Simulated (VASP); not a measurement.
# Au (P6_3/mmc) in VASP: further runs, part 2 of 2

VASP 6.6.1. Earlier steps stand in the parts before.

## 3. Single point, LDA

INCAR reads:

```
SYSTEM = Au
PREC = Accurate ; ENCUT = 520
EDIFF = 1E-6 ; ISMEAR = -1
SIGMA = 0.05 ; LREAL = .False.
LASPH = .True. ; NELM = 80
ALGO = Normal ; ISIF = 2
LWAVE = .False. ; LCHARG = .True.
GGA = CA ; LELF = .True.
LVHAR = .True. ; NBANDS = 18
```

KPOINTS reads:

```
regular mesh
0
Gamma
  16 16 9
  0 0 0
```

POSCAR reads:

```
Au
1.0
    2.8467912931      0.0000000000      0.0000000000
   -1.4233956466      2.4653935791      0.0000000000
    0.0000000000      0.0000000000      4.7279617427
Au
2
Direct
    0.3333333333      0.6666666667      0.2500000000
    0.6666666667      0.3333333333      0.7500000000
```

Potentials or basis: VASP PAW LDA potentials, release 64 (Au).

Run with:

```
$ cat potpaw_LDA.64/Au/POTCAR > POTCAR
$ mpirun -np 1 vasp_std > vasp.out
```

OUTCAR:

```text
SYSTEM = Au
   PREC = Accurate
   ENCUT = 520
   EDIFF = 1E-6
   ISMEAR = -1
   LREAL = .False.
   LASPH = .True.
   NELM = 80
   ISIF = 2
   GGA = CA

 ion  position               nearest neighbor table
   1  0.333  0.667  0.250-   2 2.88   2 2.88   2 2.88   2 2.88   2 2.88   2 2.88
   2  0.667  0.333  0.750-   1 2.88   1 2.88   1 2.88   1 2.88   1 2.88   1 2.88

  LATTYP: Found a hexagonal cell.
 ALAT       =     2.8467912931
 C/A-ratio  =     1.6608037808

  Lattice vectors:

 A1 = (   2.8467912931,   0.0000000000,   0.0000000000)
 A2 = (  -1.4233956466,   2.4653935791,   0.0000000000)
 A3 = (   0.0000000000,   0.0000000000,   4.7279617427)

Analysis of symmetry for initial positions (statically):
=====================================================================
 Subroutine PRICEL returns:
 Original cell was already a primitive cell.

 Routine SETGRP: Setting up the symmetry group for a
 hexagonal supercell.

 Subroutine GETGRP returns: Found 24 space group operations
 (whereof 12 operations were pure point group operations)
 out of a pool of 24 trial point group operations.

The static configuration has the point symmetry D_3d.
 The point group associated with its full space group is D_6h.

Analysis of symmetry for dynamics (positions and initial velocities):
=====================================================================
 Subroutine PRICEL returns:
 Original cell was already a primitive cell.

 Routine SETGRP: Setting up the symmetry group for a
 hexagonal supercell.

 Subroutine GETGRP returns: Found 24 space group operations
 (whereof 12 operations were pure point group operations)
 out of a pool of 24 trial point group operations.

The dynamic configuration has the point symmetry D_3d.
 The point group associated with its full space group is D_6h.

 Subroutine INISYM returns: Found 24 space group operations
 (whereof 12 operations are pure point group operations),
 and found     1 'primitive' translations

----------------------------------------------------------------------------------------

                                     Primitive cell

  volume of cell :      33.1830

  direct lattice vectors                    reciprocal lattice vectors
     2.846791293  0.000000000  0.000000000     0.351272678  0.202807375  0.000000000
    -1.423395647  2.465393579  0.000000000     0.000000000  0.405614750  0.000000000
     0.000000000  0.000000000  4.727961743     0.000000000  0.000000000  0.211507634

  length of vectors
     2.846791293  2.846791293  4.727961743     0.405614750  0.405614750  0.211507634

  position of ions in fractional coordinates (direct lattice)
     0.333333333  0.666666667  0.250000000
     0.666666667  0.333333333  0.750000000

  ion indices of the primitive-cell ions
   primitive index   ion index
                 1           1
                 2           2

----------------------------------------------------------------------------------------

 KPOINTS: regular mesh

Automatic generation of k-mesh.
 Grid dimensions read from file:
 generate k-points for:   16   16    9

 Generating k-lattice:

  Cartesian coordinates                     Fractional coordinates (reciprocal lattice)
     0.021954542  0.012675461  0.000000000     0.062500000  0.000000000  0.000000000
     0.000000000  0.025350922  0.000000000     0.000000000  0.062500000  0.000000000
     0.000000000  0.000000000  0.023500848     0.000000000  0.000000000  0.111111111

  Length of vectors
     0.025350922  0.025350922  0.023500848

  Shift w.r.t. Gamma in fractional coordinates (k-lattice)
     0.000000000  0.000000000  0.000000000

 Subroutine IBZKPT returns following result:
 ===========================================

 Found    150 irreducible k-points:

 Following reciprocal coordinates:
            Coordinates               Weight
  0.000000  0.000000  0.000000      1.000000
  0.062500  0.000000  0.000000      6.000000
  0.125000  0.000000  0.000000      6.000000
  0.187500  0.000000  0.000000      6.000000
  0.250000  0.000000  0.000000      6.000000
  0.312500  0.000000  0.000000      6.000000
[... 16 lines left out ...]
  0.187500  0.187500  0.000000      6.000000
  0.250000  0.187500  0.000000     12.000000
 [... further k-points ...]
   k-points           NKPTS =    150   k-points in BZ     NKDIM =    150   number of bands    NBANDS=     18
   number of dos      NEDOS =    301   number of ions     NIONS =      2
   total plane-waves  NPLWV =  20736
   dimension x,y,z NGX =    24 NGY =   24 NGZ =   36
   dimension x,y,z NGXF=    48 NGYF=   48 NGZF=   72
   ions per type =               2
   NGX,Y,Z   is equivalent  to a cutoff of  14.02, 14.02, 12.66 a.u.
   NGXF,Y,Z  is equivalent  to a cutoff of  28.03, 28.03, 25.32 a.u.
 SYSTEM =  Au
   PREC   = accura    normal or accurate (medium, high low for compatibility)
   ISTART =      0    job   : 0-new  1-cont  2-samecut
   ICHARG =      2    charge: 1-file 2-atom 10-const
   ISPIN  =      1    spin polarized calculation?
   LNONCOLLINEAR =      F non collinear calculations
   LSORBIT =      F    spin-orbit coupling
   LASPH  =      T    aspherical Exc in radial PAW
   ENCUT  =  520.0 eV  38.22 Ry    6.18 a.u.   5.29  5.29  8.79*2*pi/ulx,y,z
   NELM   =     80;   NELMIN=  2; NELMDL= -5     # of ELM steps
   EDIFF  = 0.1E-05   stopping-criterion for ELM
   LREAL  =      F    real-space projection
   EDIFFG = 0.1E-04   stopping-criterion for IOM
   NSW    =      0    number of steps for IOM
   IBRION =     -1    ionic relax: 0-MD 1-quasi-New 2-CG
   NFREE  =      0    steps in history (QN), initial steepest desc. (CG)
   ISIF   =      2    stress and relaxation
   ISYM   =      2    0-nonsym 1-usesym 2-fastsym
   POTIM  = 0.5000    time-step for ionic-motion
   TEBEG  =    0.0;   TEEND  =   0.0 temperature during run
   PSTRESS=    0.0 pullay stress
   NELECT =      22.0000    total number of electrons
   NUPDOWN=      -1.0000    fix difference up-down
   EMIN   =  10.00;   EMAX   =-10.00  energy-range for DOS
   EFERMI =   0.00;   METHOD = LEGACY
   ISMEAR =    -1;   SIGMA  =   0.05  broadening in eV -4-tet -1-fermi 0-gaus
   EFERMI_NEDOS =   21; number of points for ismear=-14 and -15
   IALGO  =     38    algorithm
   IMIX   =      4    mixing-type and parameters
     AMIX     =   0.40;   BMIX     =  1.00
     AMIX_MAG =   1.60;   BMIX_MAG =  1.00
  volume/ion in A,a.u.               =      16.59       111.97
  Fermi-wavevector in a.u.,A,eV,Ry     =   1.427503  2.697590 27.725484  2.037766
  Thomas-Fermi vector in A             =   2.547666
   LORBIT       =      0    0 simple, 1 ext, 2 COOP (PROOUT), +10 PAW based schemes
   GGA     = CA    functional components
   LHFCALC =     F    Hartree Fock is set to
   AEXX    =    0.0000 exact exchange contribution
   IVDW    =     0    specifies the selected vdW correction
   LEPSILON=     F    determine dielectric tensor
   LRPA    =     F    only Hartree local field effects (RPA)
 non-spin polarized calculation
  energy-cutoff  :      520.00
  volume of cell :       33.18
 maximum number of plane-waves:       907
 NGX is ok and might be reduce to    24
   NGX = 11   NGY = 11   NGZ = 17

 number of electron      21.9999999 magnetization

 Free energy of the ion-electron system (eV)
  ---------------------------------------------------
  ext. energy  EPLUGINS =         0.00000000
  ---------------------------------------------------
  free energy    TOTEN  =        -8.86792749 eV

  energy without entropy =       -8.85975498  energy(sigma->0) =       -8.86384124

 E-fermi :   9.7223     XC(G=0): -13.1387

 val. band max:        9.7064457474   @ k =   0.3750   0.0625   0.4444
 cond. band min:       9.7267388487   @ k =   0.2500   0.2500   0.2222
 fundamental gap:      0.0202931013
 Fermi energy:         9.7223272753

 k-point     1 :       0.0000    0.0000    0.0000
  band No.  band energies     occupation
      1      -0.4576      2.00000
      2       2.0831      2.00000
      3       4.7614      2.00000
      4       4.9999      2.00000
      5       4.9999      2.00000
      6       5.3454      2.00000
[... 10 lines left out ...]
     17      28.2644      0.00000
     18      28.2644      0.00000

 k-point     2 :       0.0625    0.0000    0.0000
  band No.  band energies     occupation
      1      -0.3313      2.00000
      2       2.1879      2.00000
      3       4.6919      2.00000
      4       5.0588      2.00000
      5       5.0862      2.00000
      6       5.2990      2.00000
[... 10 lines left out ...]
     17      27.5849      0.00000
     18      27.6789      0.00000
[... 442 lines left out ...]
 k-point    24 :       0.2500    0.1875    0.0000
  band No.  band energies     occupation
      1       2.9047      2.00000
      2       3.5511      2.00000
      3       3.5674      2.00000
      4       4.1310      2.00000
      5       4.7600      2.00000
      6       5.2471      2.00000
[... 10 lines left out ...]
     17      23.7894      0.00000
     18      24.7193      0.00000

 [... further k-points ...]
[... 5 lines left out ...]
  --------------------------------------------------------------------------------------
  -------------------------------------------------------------------------------------
  Total        0.1125942      0.1125942      0.0797703     -0.0000000      0.0000000      0.0000000
  in kB        5.4363913      5.4363913      3.8515543     -0.0000000      0.0000000      0.0000000
  external PRESSURE =       4.9081123 kB  Pullay stress =       0.0000000 kB

 VOLUME and BASIS-vectors are now :
 -----------------------------------------------------------------------------
  energy-cutoff  :      520.00
  volume of cell :       33.18
      direct lattice vectors                 reciprocal lattice vectors
     2.846791293  0.000000000  0.000000000     0.351272678  0.202807375  0.000000000
    -1.423395647  2.465393579  0.000000000     0.000000000  0.405614750  0.000000000
     0.000000000  0.000000000  4.727961743     0.000000000  0.000000000  0.211507634

 POSITION                                       TOTAL-FORCE (eV/Angst)
 -----------------------------------------------------------------------------------
     -0.00000      1.64360      1.18199        -0.000000      0.000000      0.000000
      1.42340      0.82180      3.54597         0.000000     -0.000000      0.000000
 -----------------------------------------------------------------------------------
    total drift:                                0.000000     -0.000000      0.000000

  FREE ENERGIE OF THE ION-ELECTRON SYSTEM (eV)
  ---------------------------------------------------
  free  energy   TOTEN  =        -8.8679274904 eV

  energy  without entropy=       -8.8597549832  energy(sigma->0) =       -8.86384124
```

Run time: 22 s. Hardware: 1 thread of Intel Xeon 6975P-C (Granite Rapids), shared host; peak memory 0.19 GiB.

What came out:

```
Free energy            : -8.8679 eV
Pressure               : 0.5 GPa
Band gap on the k mesh : zero (band 11 reaches 13.11 eV, above the bottom of band 12 at 7.14 eV)
```

Caveat: spin-orbit coupling is left out, which moves the levels of the heavy elements.
